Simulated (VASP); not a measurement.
# SiO2 (Pnnm) in VASP: a series of runs

The runs below take SiO2 through single point, with r2SCAN.

Everything below comes from runs of VASP 6.6.1. Logs are shortened: lines on timing, memory, paths and dates and some standing lists are left out, and cuts for length are marked.

## Step 1: The cell of the first run

The structure is orthorhombic, space group Pnnm (No. 58). Conventional cell: a = 4.185 Å, b = 4.185 Å, c = 2.669 Å, α = 90.00°, β = 90.00°, γ = 90.00°. Within 2.4 Å of Si (site symmetry 2/m) lie 6 O at 1.77 to 1.82 Å. O (site symmetry m) has 3 Si at 1.77 to 1.82 Å and 12 O at 2.33 to 2.67 Å within 2.7 Å.

## Step 2: Single point, r2SCAN (atoms displaced along a vibrational mode)

POSCAR reads:

```
SiO2
1.0
    4.1854060762      0.0000000000      0.0000000000
    0.0000000000      4.1854060762      0.0000000000
    0.0000000000      0.0000000000      2.6687449733
Si O
2 4
Direct
    0.5000000000      0.5000000000      0.5000000000
    0.0000000000      0.0000000000      0.0000000000
    0.6600960412      0.7276743616      0.0000000000
    0.1600960412      0.7723256384      0.5000000000
    0.3399039588      0.2723256384      0.0000000000
    0.8399039588      0.2276743616      0.5000000000
```

INCAR.step1 reads:

```
SYSTEM = SiO2
ALGO = Normal
EDIFF = 1E-4
ENCUT = 520
GGA = PE
ISMEAR = 0
LASPH = .True.
LCHARG = .False.
LREAL = .False.
LWAVE = .True.
NBANDS = 25
NELM = 60
PREC = Accurate
SIGMA = 0.05
```

INCAR.step2 reads:

```
SYSTEM = SiO2
ALGO = Normal
EDIFF = 1E-6
ENCUT = 520
ISIF = 2
ISMEAR = 0
ISTART = 1
LASPH = .True.
LCHARG = .False.
LMIXTAU = .True.
LREAL = .False.
LWAVE = .False.
METAGGA = R2SCAN
NBANDS = 25
NELM = 60
PREC = Accurate
SIGMA = 0.05
```

KPOINTS reads:

```
k-points
0
Gamma
  6 6 8
  0 0 0
```

Potentials or basis: VASP PAW PBE potentials, release 64 (Si, O).

Started as:

```console
> cat potpaw_PBE.64/Si/POTCAR potpaw_PBE.64/O/POTCAR > POTCAR
> cp INCAR.step1 INCAR
> mpirun -np 1 vasp_std > vasp.out
> cp INCAR.step2 INCAR
> mpirun -np 1 vasp_std > vasp.out
```

OUTCAR:

```text
SYSTEM = SiO2
   EDIFF = 1E-6
   ENCUT = 520
   ISIF = 2
   ISMEAR = 0
   ISTART = 1
   LASPH = .True.
   LREAL = .False.
   METAGGA = R2SCAN
   NELM = 60
   PREC = Accurate

 ion  position               nearest neighbor table
   1  0.500  0.500  0.500-   3 1.77   5 1.77   3 1.77   5 1.77   4 1.82   6 1.82
   2  0.000  0.000  0.000-   4 1.77   6 1.77   4 1.77   6 1.77   5 1.82   3 1.82
   3  0.660  0.728  0.000-   1 1.77   1 1.77   2 1.82
   4  0.160  0.772  0.500-   2 1.77   2 1.77   1 1.82
   5  0.340  0.272  0.000-   1 1.77   1 1.77   2 1.82
   6  0.840  0.228  0.500-   2 1.77   2 1.77   1 1.82

  LATTYP: Found a simple tetragonal cell.
 ALAT       =     4.1854060762
 C/A-ratio  =     0.6376310744

  Lattice vectors:

 A1 = (   4.1854060762,   0.0000000000,   0.0000000000)
 A2 = (   0.0000000000,   4.1854060762,   0.0000000000)
 A3 = (   0.0000000000,   0.0000000000,   2.6687449733)

Analysis of symmetry for initial positions (statically):
=====================================================================
 Subroutine PRICEL returns:
 Original cell was already a primitive cell.

 Routine SETGRP: Setting up the symmetry group for a
 simple tetragonal supercell.

 Subroutine GETGRP returns: Found  8 space group operations
 (whereof  4 operations were pure point group operations)
 out of a pool of 16 trial point group operations.

The static configuration has the point symmetry C_2h.
 The point group associated with its full space group is D_2h.

Analysis of symmetry for dynamics (positions and initial velocities):
=====================================================================
 Subroutine PRICEL returns:
 Original cell was already a primitive cell.

 Routine SETGRP: Setting up the symmetry group for a
 simple tetragonal supercell.

 Subroutine GETGRP returns: Found  8 space group operations
 (whereof  4 operations were pure point group operations)
 out of a pool of 16 trial point group operations.

The dynamic configuration has the point symmetry C_2h.
 The point group associated with its full space group is D_2h.

 Subroutine INISYM returns: Found  8 space group operations
 (whereof  4 operations are pure point group operations),
 and found     1 'primitive' translations

----------------------------------------------------------------------------------------
[... 101 lines left out ...]
   EDIFF  = 0.1E-05   stopping-criterion for ELM
   LREAL  =      F    real-space projection
   EDIFFG = 0.1E-04   stopping-criterion for IOM
   NSW    =      0    number of steps for IOM
   IBRION =     -1    ionic relax: 0-MD 1-quasi-New 2-CG
   NFREE  =      0    steps in history (QN), initial steepest desc. (CG)
   ISIF   =      2    stress and relaxation
   ISYM   =      2    0-nonsym 1-usesym 2-fastsym
   POTIM  = 0.5000    time-step for ionic-motion
   TEBEG  =    0.0;   TEEND  =   0.0 temperature during run
   PSTRESS=    0.0 pullay stress
   NELECT =      32.0000    total number of electrons
   NUPDOWN=      -1.0000    fix difference up-down
   EMIN   =  10.00;   EMAX   =-10.00  energy-range for DOS
   EFERMI =   0.00;   METHOD = LEGACY
   ISMEAR =     0;   SIGMA  =   0.05  broadening in eV -4-tet -1-fermi 0-gaus
   EFERMI_NEDOS =   21; number of points for ismear=-14 and -15
   IALGO  =     38    algorithm
   IMIX   =      4    mixing-type and parameters
     AMIX     =   0.40;   BMIX     =  1.00
     AMIX_MAG =   1.60;   BMIX_MAG =  1.00
  volume/ion in A,a.u.               =       7.79        52.58
  Fermi-wavevector in a.u.,A,eV,Ry     =   1.442771  2.726442 28.321726  2.081588
  Thomas-Fermi vector in A             =   2.561254
   LORBIT       =      0    0 simple, 1 ext, 2 COOP (PROOUT), +10 PAW based schemes
   METAGGA = R2SCAN    functional components
   LHFCALC =     F    Hartree Fock is set to
   AEXX    =    0.0000 exact exchange contribution
   IVDW    =     0    specifies the selected vdW correction
   LEPSILON=     F    determine dielectric tensor
   LRPA    =     F    only Hartree local field effects (RPA)
 non-spin polarized calculation
 Gauss-broadening in eV      SIGMA  =   0.05
  energy-cutoff  :      520.00
  volume of cell :       46.75
 maximum number of plane-waves:      1282
   NGX = 15   NGY = 15   NGZ =  9

 number of electron      31.9999982 magnetization

 Free energy of the ion-electron system (eV)
  ---------------------------------------------------
  ext. energy  EPLUGINS =         0.00000000
  ---------------------------------------------------
  free energy    TOTEN  =       -58.48682751 eV

  energy without entropy =      -58.48682751  energy(sigma->0) =      -58.48682751

 E-fermi :   7.7429     XC(G=0): -12.8965

 val. band max:        7.4495925560   @ k =   0.0000   0.1667   0.0000
 cond. band min:      14.0807089296   @ k =   0.0000   0.0000   0.0000
 fundamental gap:      6.6311163736
 Fermi energy:         7.7429422233

 k-point     1 :       0.0000    0.0000    0.0000
  band No.  band energies     occupation
      1     -15.6184      2.00000
      2     -12.2781      2.00000
      3     -11.8010      2.00000
      4     -11.7888      2.00000
      5      -3.1449      2.00000
      6       0.5889      2.00000
[... 661 lines left out ...]
     24      22.5520      0.00000
     25      23.1031      0.00000

 [... further k-points ...]

------------------------ aborting loop because EDIFF is reached ----------------------------------------

  FORCE on cell =-STRESS in cart. coord.  units (eV):
  Direction    XX          YY          ZZ          XY          YZ          ZX
  --------------------------------------------------------------------------------------
  -------------------------------------------------------------------------------------
  Total        1.7842385     -3.6773947     -0.7426705      0.0000000      0.0000000      0.0000000
  in kB       61.1478528   -126.0284391    -25.4521496      0.0000000      0.0000000      0.0000000
  external PRESSURE =     -30.1109120 kB  Pullay stress =       0.0000000 kB

 VOLUME and BASIS-vectors are now :
 -----------------------------------------------------------------------------
  energy-cutoff  :      520.00
  volume of cell :       46.75
      direct lattice vectors                 reciprocal lattice vectors
     4.185406076  0.000000000  0.000000000     0.238925443  0.000000000  0.000000000
     0.000000000  4.185406076  0.000000000     0.000000000  0.238925443  0.000000000
     0.000000000  0.000000000  2.668744973     0.000000000  0.000000000  0.374707966

 POSITION                                       TOTAL-FORCE (eV/Angst)
 -----------------------------------------------------------------------------------
      2.09270      2.09270      1.33437         0.000000      0.000000      0.000000
      0.00000      0.00000      0.00000         0.000000      0.000000      0.000000
      2.76277      3.04561      0.00000         0.450315     -0.758299     -0.000000
      0.67007      3.23250      1.33437         0.450315      0.758299      0.000000
      1.42264      1.13979      0.00000        -0.450315      0.758299     -0.000000
      3.51534      0.95291      1.33437        -0.450315     -0.758299     -0.000000
 -----------------------------------------------------------------------------------
    total drift:                                0.000000     -0.000000     -0.000000

  FREE ENERGIE OF THE ION-ELECTRON SYSTEM (eV)
  ---------------------------------------------------
  free  energy   TOTEN  =       -58.4868275061 eV

  energy  without entropy=      -58.4868275061  energy(sigma->0) =      -58.48682751
```

Run time: 3.3 min. Hardware: 1 thread of Intel Xeon Platinum 8259CL at 2.50GHz (Skylake/Cascade Lake), shared host; peak memory 0.2 GiB.

Results:

| Item | Value |
| --- | --- |
| Free energy | -58.4868 eV |
| Pressure | -3.0 GPa |
| Largest force | 0.882 eV/Å |
| Band gap on the k mesh | 6.63 eV |

Forces in eV/Å, atoms in the order of the input:
```
Si   0.000  0.000  0.000
Si   0.000  0.000  0.000
O    0.450 -0.758  0.000
O    0.450  0.758  0.000
O   -0.450  0.758  0.000
O   -0.450 -0.758  0.000
```

Levels at points of the mesh, in eV from the valence-band top:
| k point | band 12 | band 13 | band 14 | band 15 | band 16 | band 17 | band 18 | band 19 | band 20 | band 21 |
| --- | --- | --- | --- | --- | --- | --- | --- | --- | --- | --- |
| (0.00, 0.00, 0.00) | -2.47 | -2.05 | -0.58 | -0.19 | 0.00 | 6.63 | 7.95 | 9.75 | 9.97 | 13.03 |
| (0.50, 0.00, 0.00) | -3.47 | -2.31 | -2.31 | -0.98 | -0.98 | 9.08 | 9.08 | 10.48 | 10.48 | 13.29 |
| (0.00, 0.50, 0.00) | -3.28 | -2.16 | -2.16 | -0.24 | -0.24 | 8.39 | 8.39 | 10.05 | 10.05 | 12.02 |
| (0.50, 0.50, 0.00) | -2.86 | -2.51 | -2.51 | -1.78 | -1.78 | 8.67 | 8.67 | 11.11 | 11.11 | 14.39 |
| (0.00, 0.00, 0.50) | -4.37 | -2.79 | -2.79 | -2.01 | -2.01 | 10.00 | 10.00 | 13.83 | 13.83 | 13.86 |
| (0.50, 0.00, 0.50) | -3.12 | -1.73 | -1.73 | -1.50 | -1.50 | 9.37 | 9.37 | 10.93 | 10.93 | 12.65 |
| (0.00, 0.50, 0.50) | -3.97 | -2.38 | -2.38 | -1.14 | -1.14 | 10.33 | 10.33 | 10.99 | 10.99 | 14.82 |
| (0.50, 0.50, 0.50) | -4.09 | -1.49 | -1.49 | -1.04 | -1.04 | 8.26 | 8.26 | 12.22 | 12.22 | 12.81 |

Caveat: the cell differs from its parent crystal (atoms displaced along a vibrational mode); the stress differs along the axes, from -13 to 6 GPa; the PAW data sets were made with another functional, which shifts forces and pressure a little.

## Step 3: Single point, r2SCAN (atoms displaced along a vibrational mode)

POSCAR reads:

```
SiO2
1.0
    4.1854060762      0.0000000000      0.0000000000
    0.0000000000      4.1854060762      0.0000000000
    0.0000000000      0.0000000000      2.6687449733
Si O
2 4
Direct
    0.5000000000      0.5000000000      0.5000000000
    0.0000000000      0.0000000000      0.0000000000
    0.7192270715      0.6685433313      0.0000000000
    0.2192270715      0.8314566687      0.5000000000
    0.2807729285      0.3314566687      0.0000000000
    0.7807729285      0.1685433313      0.5000000000
```

INCAR.step1 reads:

```
SYSTEM = SiO2
PREC = Accurate ; ENCUT = 520
ISMEAR = 0 ; SIGMA = 0.05
LREAL = .False. ; LASPH = .True.
NELM = 80 ; NBANDS = 25
GGA = PE ; ALGO = Normal
EDIFF = 1E-4 ; LWAVE = .True.
LCHARG = .False.
```

INCAR.step2 reads:

```
SYSTEM = SiO2
PREC = Accurate ; ENCUT = 520
EDIFF = 1E-7 ; ISMEAR = 0
SIGMA = 0.05 ; LREAL = .False.
LASPH = .True. ; NELM = 80
ALGO = Normal ; ISIF = 2
LWAVE = .False. ; LCHARG = .False.
METAGGA = R2SCAN ; LMIXTAU = .True.
NBANDS = 25 ; ISTART = 1
```

KPOINTS reads:

```
regular mesh
0
Gamma
  6 6 8
  0 0 0
```

Potentials or basis: VASP PAW PBE potentials, release 64 (Si, O).

Started as:

```console
> cat potpaw_PBE.64/Si/POTCAR potpaw_PBE.64/O/POTCAR > POTCAR
> cp INCAR.step1 INCAR
> mpirun -np 1 vasp_std > vasp.out
> cp INCAR.step2 INCAR
> mpirun -np 1 vasp_std > vasp.out
```

Wall time 3.4 min (1 thread of Intel Xeon Platinum 8259CL at 2.50GHz (Skylake/Cascade Lake), shared host); peak memory 0.2 GiB.

The run converged. Its results:

```
Free energy            : -58.6282 eV
Pressure               : -1.6 GPa
Largest force          : 0.581 eV/Å
Band gap on the k mesh : 6.59 eV
```

Forces on the atoms (eV/Å):
```
Si   0.000  0.000  0.000
Si   0.000  0.000  0.000
O   -0.482  0.324  0.000
O   -0.482 -0.324  0.000
O    0.482 -0.324  0.000
O    0.482  0.324  0.000
```

Stress tensor (GPa, compression positive):
```
-9.16  0.00  0.00
 0.00  5.37  0.00
 0.00  0.00 -1.04
```

Levels at points of the mesh, in eV from the valence-band top:
```csv
k point,band 13,band 14,band 15,band 16,band 17,band 18,band 19,band 20
"(0.00, 0.00, 0.00)",-2.24,-0.74,-0.44,0.00,6.59,7.82,9.62,9.78
"(0.50, 0.00, 0.00)",-2.38,-2.38,-0.51,-0.51,8.47,8.47,10.00,10.00
"(0.00, 0.50, 0.00)",-2.49,-2.49,-1.10,-1.10,8.97,8.97,10.35,10.35
"(0.50, 0.50, 0.00)",-2.57,-2.57,-2.00,-2.00,8.56,8.56,11.09,11.09
"(0.00, 0.00, 0.50)",-2.92,-2.92,-2.30,-2.30,10.06,10.06,13.81,13.81
"(0.50, 0.00, 0.50)",-2.41,-2.41,-1.37,-1.37,10.21,10.21,10.95,10.95
"(0.00, 0.50, 0.50)",-1.80,-1.80,-1.77,-1.77,9.49,9.49,10.92,10.92
"(0.50, 0.50, 0.50)",-1.60,-1.60,-1.27,-1.27,8.22,8.22,12.14,12.14
```

Caveat: the cell differs from its parent crystal (atoms displaced along a vibrational mode); the stress differs along the axes, from -9 to 5 GPa; the PAW data sets were made with another functional, which shifts forces and pressure a little. A k mesh can miss the band edges.

[end of part 1 of 2]
